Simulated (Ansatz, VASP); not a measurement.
**Two plane-wave programs on ZnO**

```
Zn O
1.0
     3.24931    0.00000    0.00000
    -1.62465    2.81398    0.00000
     0.00000    0.00000    5.20571
Zn O
2 2
Direct
  0.66667 0.33333 0.00000
  0.33333 0.66667 0.50000
  0.33333 0.66667 0.87901
  0.66667 0.33333 0.37901
```

Alike in both runs: functional HSE06; k mesh 5 × 5 × 3; occupations fermi-dirac, width 0.05 eV; no spin polarisation.

|  | VASP | Ansatz |
| --- | --- | --- |
| version | VASP 6.6.1 | Ansatz 0.2.0 |
| potentials or method | VASP PAW PBE potentials, release 64 (Zn, O) | Ansatz PAW |
| plane-wave cutoff (eV) | 520 | 420 |
| valence electrons in the cell | 36 | 36 |
| task | single point | band structure |

```tsv
	VASP	Ansatz	Ansatz less VASP
gap on the k mesh at the Fermi level (eV)	2.48	2.53	+0.045
least direct gap on the mesh (eV)	2.48	2.53	+0.045
pressure (GPa)	1.7	0.5	-1.17
traceless stress, the component that is largest in VASP (GPa)	0.93	0.88	-0.047
rms of the force components (eV/Å)	0.048	0.045	-0.0023
```

Atom by atom the forces differ by 0.002 eV/Å (rms over components).

The k mesh is coarse, so the values compare programs but aren't converged.
